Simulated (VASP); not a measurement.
# Al15As16 (a cell with a defect) in VASP: further runs, part 3 of 3

VASP 6.6.1. The steps go on from the part before.

## (5) Single point, PBE, collinear spin (atoms taken out, then relaxed in part)

The input, INCAR:

```
SYSTEM = Al15As16
ALGO = Normal
EDIFF = 1E-6
ENCUT = 520
GGA = PE
ISIF = 2
ISMEAR = 0
ISPIN = 2
LASPH = .TRUE.
LCHARG = .TRUE.
LELF = .TRUE.
LORBIT = 11
LREAL = Auto
LVHAR = .TRUE.
LWAVE = .FALSE.
MAGMOM = 0 0 0 0 0 0 0 0 0 0 0 0 0 0 0 0.25 0 0 0 0 0 0 0 0 0 0 0 0 0.25 0.25 0.25
NBANDS = 88
NELM = 150
PREC = Accurate
SIGMA = 0.01
```

The input, KPOINTS:

```
k-points
0
G
  2 2 2
  0 0 0
```

The input, POSCAR:

```
Al15As16
1.0
   -5.7279123196      5.7279123196     -5.7279123196
   -5.7279123196     -5.7279123196      5.7279123196
    5.7279123196      5.7279123196      5.7279123196
Al As
15 16
Direct
    0.5017179843     -0.0046134031      0.5000000000
    0.5017179843      0.7500000000      0.7453865969
    0.2500000000      0.2500000000      0.5000000000
    0.2436686126     -0.0017179843      0.7482820157
    0.2500000000      0.7500000000      0.0000000000
   -0.0046134031      0.5017179843      0.5000000000
   -0.0017179843      0.2436686126      0.7482820157
   -0.0017179843     -0.0017179843     -0.0063313874
   -0.0046134031      0.7500000000      0.2517179843
    0.7500000000      0.5017179843      0.7453865969
    0.7500000000      0.2500000000      0.0000000000
    0.7500000000     -0.0046134031      0.2517179843
    0.5046134031      0.5046134031      0.0063313874
    0.5046134031      0.2563313874      0.2546134031
    0.2563313874      0.5046134031      0.2546134031
   -0.0154835100     -0.0154835100      0.7345164900
    0.7500000000      0.2497863789      0.7485513097
    0.7500000000     -0.0014486903     -0.0002136211
    0.5014486903      0.5014486903      0.7512350693
    0.4987649307      0.2502136211      0.0002136211
    0.5014486903      0.0012350693      0.2514486903
    0.2497863789      0.7500000000      0.7485513097
    0.2502136211      0.4987649307      0.0002136211
    0.2502136211      0.2502136211      0.2487649307
    0.2497863789     -0.0014486903      0.5000000000
   -0.0014486903      0.7500000000     -0.0002136211
    0.0012350693      0.5014486903      0.2514486903
   -0.0014486903      0.2497863789      0.5000000000
    0.7500000000      0.7500000000      0.2654835100
    0.7500000000      0.5154835100      0.5000000000
    0.5154835100      0.7500000000      0.5000000000
```

Potentials or basis: VASP PAW PBE potentials, release 64 (Al, As).

Launch:

```console
$ cat potpaw_PBE.64/Al/POTCAR potpaw_PBE.64/As/POTCAR > POTCAR
$ mpirun -np 1 vasp_std > vasp.out
```

OUTCAR:

```text
SYSTEM = Al15As16
   EDIFF = 1E-6
   ENCUT = 520
   GGA = PE
   ISIF = 2
   ISMEAR = 0
   ISPIN = 2
   LASPH = .TRUE.
   LORBIT = 11
   LREAL = Auto
   NELM = 150
   PREC = Accurate

 ion  position               nearest neighbor table
   1  0.502  0.995  0.500-  31 2.48  17 2.48  21 2.48  25 2.51
   2  0.502  0.750  0.745-  31 2.48  18 2.48  19 2.48  22 2.51
   3  0.250  0.250  0.500-  25 2.49  28 2.49  19 2.49  24 2.49
   4  0.244  0.998  0.748-  16 2.48  25 2.48  22 2.48  20 2.51
   5  0.250  0.750  0.000-  22 2.49  26 2.49  21 2.49  23 2.49
   6  0.995  0.502  0.500-  30 2.48  22 2.48  27 2.48  28 2.51
   7  0.998  0.244  0.748-  16 2.48  17 2.48  28 2.48  23 2.51
   8  0.998  0.998  0.994-  16 2.48  18 2.48  26 2.48  24 2.51
   9  0.995  0.750  0.252-  29 2.48  25 2.48  27 2.48  26 2.51
  10  0.750  0.502  0.745-  30 2.48  26 2.48  19 2.48  17 2.51
  11  0.750  0.250  0.000-  17 2.49  18 2.49  27 2.49  20 2.49
  12  0.750  0.995  0.252-  29 2.48  28 2.48  21 2.48  18 2.51
  13  0.505  0.505  0.006-  29 2.48  23 2.48  20 2.48  19 2.51
  14  0.505  0.256  0.255-  30 2.48  20 2.48  24 2.48  21 2.51
  15  0.256  0.505  0.255-  31 2.48  24 2.48  23 2.48  27 2.51
  16  0.985  0.985  0.735-   7 2.48   8 2.48   4 2.48
  17  0.750  0.250  0.749-   1 2.48   7 2.48  11 2.49  10 2.51
  18  0.750  0.999  1.000-   2 2.48   8 2.48  11 2.49  12 2.51
  19  0.501  0.501  0.751-   2 2.48  10 2.48   3 2.49  13 2.51
  20  0.499  0.250  0.000-  14 2.48  13 2.48  11 2.49   4 2.51
  21  0.501  0.001  0.251-   1 2.48  12 2.48   5 2.49  14 2.51
  22  0.250  0.750  0.749-   4 2.48   6 2.48   5 2.49   2 2.51
  23  0.250  0.499  0.000-  13 2.48  15 2.48   5 2.49   7 2.51
  24  0.250  0.250  0.249-  14 2.48  15 2.48   3 2.49   8 2.51
  25  0.250  0.999  0.500-   4 2.48   9 2.48   3 2.49   1 2.51
  26  0.999  0.750  1.000-   8 2.48  10 2.48   5 2.49   9 2.51
  27  0.001  0.501  0.251-   6 2.48   9 2.48  11 2.49  15 2.51
  28  0.999  0.250  0.500-   7 2.48  12 2.48   3 2.49   6 2.51
  29  0.750  0.750  0.265-   9 2.48  12 2.48  13 2.48
  30  0.750  0.515  0.500-   6 2.48  10 2.48  14 2.48
  31  0.515  0.750  0.500-   1 2.48   2 2.48  15 2.48

  LATTYP: Found a body centered cubic cell.
 ALAT       =    11.4558246392

  Lattice vectors:

 A1 = (  -5.7279123196,   5.7279123196,  -5.7279123196)
 A2 = (  -5.7279123196,  -5.7279123196,   5.7279123196)
 A3 = (   5.7279123196,   5.7279123196,   5.7279123196)

Analysis of symmetry for initial positions (statically):
=====================================================================
 Subroutine PRICEL returns:
 Original cell was already a primitive cell.

 Routine SETGRP: Setting up the symmetry group for a
 body centered cubic supercell.

 Subroutine GETGRP returns: Found 24 space group operations
 (whereof  2 operations were pure point group operations)
 out of a pool of 48 trial point group operations.

The static configuration has the point symmetry C_1h.
 The point group associated with its full space group is T_d .

Analysis of symmetry for dynamics (positions and initial velocities):
=====================================================================
 Subroutine PRICEL returns:
 Original cell was already a primitive cell.

 Routine SETGRP: Setting up the symmetry group for a
 body centered cubic supercell.

 Subroutine GETGRP returns: Found 24 space group operations
 (whereof  2 operations were pure point group operations)
 out of a pool of 48 trial point group operations.

The dynamic configuration has the point symmetry C_1h.
 The point group associated with its full space group is T_d .

Analysis of structural, dynamic, and magnetic symmetry:
=====================================================================
 Subroutine PRICEL returns:
[... 166 lines left out ...]
     AMIX_MAG =   1.60;   BMIX_MAG =  1.00
  volume/ion in A,a.u.               =      24.25       163.64
  Fermi-wavevector in a.u.,A,eV,Ry     =   0.900247  1.701221 11.026776  0.810445
  Thomas-Fermi vector in A             =   2.023181
   LORBIT       =     11    0 simple, 1 ext, 2 COOP (PROOUT), +10 PAW based schemes
   GGA     = PE    functional components
   LHFCALC =     F    Hartree Fock is set to
   AEXX    =    0.0000 exact exchange contribution
   IVDW    =     0    specifies the selected vdW correction
   LEPSILON=     F    determine dielectric tensor
   LRPA    =     F    only Hartree local field effects (RPA)
 spin polarized calculation
 Gauss-broadening in eV      SIGMA  =   0.01
  energy-cutoff  :      520.00
  volume of cell :      751.71
 maximum number of plane-waves:     20274
 NGX is ok and might be reduce to    80
   NGX = 37   NGY = 37   NGZ = 37

 number of electron     125.0000000 magnetization       0.7499787

 Free energy of the ion-electron system (eV)
  ---------------------------------------------------
  ext. energy  EPLUGINS =         0.00000000
  ---------------------------------------------------
  free energy    TOTEN  =      -142.57040793 eV

  energy without entropy =     -142.56829222  energy(sigma->0) =     -142.56935007

 E-fermi :   3.2225     XC(G=0):  -8.8179

 val. band max:        3.1722152288   @ k =   0.5000   0.0000   0.0000
 cond. band min:       3.2224972729   @ k =   0.5000   0.0000   0.0000
 fundamental gap:      0.0502820441
 Fermi energy:         3.2224972729

 spin component 1

 k-point     1 :       0.0000    0.0000    0.0000
  band No.  band energies     occupation
      1      -8.2944      1.00000
      2      -7.1247      1.00000
      3      -7.1247      1.00000
      4      -7.1247      1.00000
      5      -7.1082      1.00000
      6      -7.1082      1.00000
[... 220 lines left out ...]
     73       6.0822      0.00000
     74       6.2087      0.00000
 Fermi energy:         3.2224972729

 spin component 2

 k-point     1 :       0.0000    0.0000    0.0000
  band No.  band energies     occupation
      1      -8.2767      1.00000
      2      -7.1183      1.00000
      3      -7.1183      1.00000
      4      -7.1183      1.00000
      5      -7.1003      1.00000
      6      -7.1003      1.00000
[... 220 lines left out ...]
     73       6.0961      0.00000
     74       6.2277      0.00000
 [bands above 74 left out]

------------------------ aborting loop because EDIFF is reached ----------------------------------------

  FORCE on cell =-STRESS in cart. coord.  units (eV):
  Direction    XX          YY          ZZ          XY          YZ          ZX
  --------------------------------------------------------------------------------------
  -------------------------------------------------------------------------------------
  Total       -4.3493082     -4.3493082     -4.3493082      0.0000000     -0.0000000     -0.0000000
  in kB       -9.2700418     -9.2700418     -9.2700418      0.0000000     -0.0000000     -0.0000000
  external PRESSURE =      -9.2700418 kB  Pullay stress =       0.0000000 kB

 VOLUME and BASIS-vectors are now :
 -----------------------------------------------------------------------------
  energy-cutoff  :      520.00
  volume of cell :      751.71
      direct lattice vectors                 reciprocal lattice vectors
    -5.727912320  5.727912320 -5.727912320    -0.087291839  0.087291839  0.000000000
    -5.727912320 -5.727912320  5.727912320    -0.087291839  0.000000000  0.087291839
     5.727912320  5.727912320  5.727912320     0.000000000  0.087291839  0.087291839

 POSITION                                       TOTAL-FORCE (eV/Angst)
 -----------------------------------------------------------------------------------
     -5.71133      0.03627      5.69165         0.000347     -0.003705      0.003705
     -2.90022      2.84737      5.69165         0.003705     -0.000347      0.003705
      0.00000      2.86396      2.86396         0.000000      0.000000     -0.000000
     -2.82769     -0.03627      8.60845        -0.003705      0.003705      0.000347
     -5.72791     -2.86396      2.86396         0.000000      0.000000     -0.000000
     -5.71133      5.69165      0.03627         0.000347      0.003705     -0.003705
[... 23 lines left out ...]
     -4.38462      4.20725      1.52067        -0.018017     -0.018017      0.018017
     -4.38462      1.52067      4.20725        -0.018017      0.018017     -0.018017
 -----------------------------------------------------------------------------------
    total drift:                               -0.000005      0.000004      0.000004

  FREE ENERGIE OF THE ION-ELECTRON SYSTEM (eV)
  ---------------------------------------------------
  free  energy   TOTEN  =      -142.5704079282 eV

  energy  without entropy=     -142.5682922172  energy(sigma->0) =     -142.56935007

 total charge

# of ion       s       p       d       tot
------------------------------------------
    1        0.407   0.352   0.000   0.759
    2        0.407   0.352   0.000   0.759
    3        0.406   0.351   0.000   0.757
    4        0.407   0.352   0.000   0.759
    5        0.406   0.351   0.000   0.757
    6        0.407   0.352   0.000   0.759
[... 23 lines left out ...]
   30        1.238   1.517   0.021   2.775
   31        1.238   1.517   0.021   2.775
--------------------------------------------------
tot         25.445  30.945   0.362  56.752

 magnetization (x)

# of ion       s       p       d       tot
------------------------------------------
    1       -0.000   0.001   0.000   0.001
    2       -0.000   0.001   0.000   0.001
    3        0.000   0.002   0.000   0.002
    4       -0.000   0.001   0.000   0.001
    5        0.000   0.002   0.000   0.002
    6       -0.000   0.001   0.000   0.001
[... 23 lines left out ...]
   30        0.006   0.061   0.000   0.068
   31        0.006   0.061   0.000   0.068
--------------------------------------------------
tot          0.025   0.321   0.000   0.347
```

Wall time 11 min (1 thread of Intel Xeon Platinum 8488C (Sapphire Rapids), shared host); peak memory 1.4 GiB.

What came out:

| Property | Result |
| --- | --- |
| Free energy | -142.5704 eV |
| Pressure | -0.9 GPa |
| Largest force | 0.031 eV/Å |
| Net moment | 0.75 μB per cell |
| Site moments | Al +0.00; As +0.07, +0.01 (each value once) μB |
| Valence electrons inside the program's atomic spheres | Al 0.76; As 2.77, 2.86 (each value once) |

Forces on the atoms (eV/Å):
```
Al   0.000 -0.004  0.004
Al   0.004  0.000  0.004
Al   0.000  0.000  0.000
Al  -0.004  0.004  0.000
Al   0.000  0.000  0.000
Al   0.000  0.004 -0.004
Al  -0.004  0.000  0.004
Al   0.000  0.004  0.004
Al  -0.004  0.000 -0.004
Al   0.004  0.004  0.000
Al   0.000  0.000  0.000
Al  -0.004 -0.004  0.000
Al   0.000 -0.004 -0.004
Al   0.004  0.000 -0.004
Al   0.004 -0.004  0.000
As   0.018 -0.018 -0.018
As  -0.010 -0.010 -0.011
As   0.010  0.010 -0.011
As  -0.011  0.010  0.010
As   0.010 -0.010  0.011
As  -0.010  0.011  0.010
As  -0.010 -0.011 -0.010
As   0.010  0.011 -0.010
As  -0.011 -0.010 -0.010
As   0.011  0.010 -0.010
As   0.010 -0.011  0.010
As  -0.010  0.010  0.011
As   0.011 -0.010  0.010
As   0.018  0.018  0.018
As  -0.018 -0.018  0.018
As  -0.018  0.018 -0.018
```

Levels at points of the mesh, in eV from the Fermi level:
Spin up:
| k point | band 59 | band 60 | band 61 | band 62 | band 63 | band 64 | band 65 | band 66 | band 67 | band 68 |
| --- | --- | --- | --- | --- | --- | --- | --- | --- | --- | --- |
| (0.00, 0.00, 0.00) | -0.29 | -0.29 | -0.29 | 0.37 | 0.37 | 0.37 | 1.73 | 1.73 | 1.73 | 1.97 |
| (0.50, 0.00, 0.00) | -0.85 | -0.84 | -0.34 | -0.16 | -0.06 | 0.33 | 2.39 | 2.53 | 2.89 | 3.02 |
| (0.50, 0.50, 0.50) | -0.69 | -0.64 | -0.64 | -0.05 | -0.05 | -0.05 | 2.15 | 2.15 | 2.15 | 2.37 |
Spin down:
| k point | band 59 | band 60 | band 61 | band 62 | band 63 | band 64 |
| --- | --- | --- | --- | --- | --- | --- |
| (0.00, 0.00, 0.00) | -0.23 | -0.23 | -0.23 | 0.48 | 0.48 | 0.48 |
| (0.50, 0.00, 0.00) | -0.79 | -0.78 | -0.19 | -0.05 | 0.00 | 0.44 |
| (0.50, 0.50, 0.50) | -0.67 | -0.62 | -0.62 | 0.10 | 0.10 | 0.10 |

Caveat: the k points lie up to 0.39 Å⁻¹ apart; the cell differs from its parent crystal (atoms taken out, then relaxed in part).

## (6) Single point, PBE, collinear spin (atoms taken out, then relaxed in part)

The input, INCAR:

```
ALGO = Normal ; EDIFF = 1E-6
ENCUT = 400 ; GGA = PE
GGA_COMPAT = F ; ISIF = 2
ISMEAR = 0 ; ISPIN = 2
LASPH = T ; LCHARG = F
LORBIT = 11 ; LREAL = Auto
LWAVE = F ; MAGMOM = 0 0 0 0 0 0 0 0 0 0 0 0 0 0 0 0.25 0 0 0 0 0 0 0 0 0 0 0 0 0.25 0.25 0.25
NBANDS = 88 ; NELM = 200
PREC = Accurate ; SIGMA = 0.01
```

The input, KPOINTS:

```
k-points
0
Gamma
  3 3 3
```

The input, POSCAR:

```
Al15As16
1.0
    5.7279123210      5.7279123210      5.7279123210
   -5.7279123210      5.7279123210     -5.7279123210
   -5.7279123210     -5.7279123210      5.7279123210
Al As
15 16
Direct
    0.5000000000      0.5014768085     -0.0028114441
    0.7471885559      0.5014768085      0.7500000000
    0.5000000000      0.2500000000      0.2500000000
    0.7485231915      0.2457117473     -0.0014768085
    0.0000000000      0.2500000000      0.7500000000
    0.5000000000     -0.0028114441      0.5014768085
    0.7485231915     -0.0014768085      0.2457117473
   -0.0042882527     -0.0014768085     -0.0014768085
    0.2514768085     -0.0028114441      0.7500000000
    0.7471885559      0.7500000000      0.5014768085
    0.0000000000      0.7500000000      0.2500000000
    0.2514768085      0.7500000000     -0.0028114441
    0.0042882527      0.5028114441      0.5028114441
    0.2528114441      0.5028114441      0.2542882527
    0.2528114441      0.2542882527      0.5028114441
    0.7416268300     -0.0083731700     -0.0083731700
    0.7491745328      0.7500000000      0.2502119894
    0.0002119894      0.7500000000     -0.0008254672
    0.7510374565      0.5008254672      0.5008254672
   -0.0002119894      0.4989625435      0.2497880106
    0.2508254672      0.5008254672      0.0010374565
    0.7491745328      0.2502119894      0.7500000000
   -0.0002119894      0.2497880106      0.4989625435
    0.2489625435      0.2497880106      0.2497880106
    0.5000000000      0.2502119894     -0.0008254672
    0.0002119894     -0.0008254672      0.7500000000
    0.2508254672      0.0010374565      0.5008254672
    0.5000000000     -0.0008254672      0.2502119894
    0.2583731700      0.7500000000      0.7500000000
    0.5000000000      0.7500000000      0.5083731700
    0.5000000000      0.5083731700      0.7500000000
```

Potentials or basis: VASP PAW PBE potentials, release 64 (Al, As).

Launch:

```console
$ cat potpaw_PBE.64/Al/POTCAR potpaw_PBE.64/As/POTCAR > POTCAR
$ mpirun -np 1 vasp_std > vasp.out
```

It took 21 min on 1 thread of Intel Xeon 8259CL, shared host; peak memory 1 GiB.

The run converged. Its results:

```
Free energy                                           : -142.4260 eV
Pressure                                              : -0.5 GPa
Largest force                                         : 0.046 eV/Å
Net moment                                            : 1.89 μB per cell
Site moments                                          : Al +0.00, +0.01 (each value once); As +0.16, +0.02 (each value once) μB
Valence electrons inside the program's atomic spheres : Al 0.76; As 2.78, 2.86 (each value once)
```

Forces in eV/Å, atoms in the order of the input:
```
Al  -0.018  0.002 -0.002
Al  -0.002  0.018 -0.002
Al   0.000  0.000  0.000
Al   0.002 -0.002 -0.018
Al   0.000  0.000  0.000
Al  -0.018 -0.002  0.002
Al   0.002 -0.018 -0.002
Al   0.018 -0.002 -0.002
Al   0.002  0.018  0.002
Al  -0.002 -0.002  0.018
Al   0.000  0.000  0.000
Al   0.002  0.002  0.018
Al   0.018  0.002  0.002
Al  -0.002 -0.018  0.002
Al  -0.002  0.002 -0.018
As   0.026 -0.026 -0.026
As   0.004  0.004 -0.019
As  -0.004 -0.004 -0.019
As  -0.019 -0.004 -0.004
As  -0.004  0.004  0.019
As   0.004  0.019 -0.004
As   0.004 -0.019  0.004
As  -0.004  0.019  0.004
As  -0.019  0.004  0.004
As   0.019 -0.004  0.004
As  -0.004 -0.019 -0.004
As   0.004 -0.004  0.019
As   0.019  0.004 -0.004
As   0.026  0.026  0.026
As  -0.026 -0.026  0.026
As  -0.026  0.026 -0.026
```

Levels at points of the mesh, in eV from the Fermi level:
Spin up:
```tsv
k point	band 59	band 60	band 61	band 62	band 63	band 64	band 65	band 66	band 67	band 68
(0.00, 0.00, 0.00)	-0.32	-0.32	-0.32	0.30	0.30	0.30	1.73	1.73	1.73	1.96
```
Spin down:
```tsv
k point	band 58	band 59	band 60	band 61	band 62	band 63	band 64	band 65
(0.00, 0.00, 0.00)	-0.69	-0.19	-0.19	-0.19	0.56	0.56	0.56	1.76
```

Caveat: the cell differs from its parent crystal (atoms taken out, then relaxed in part).
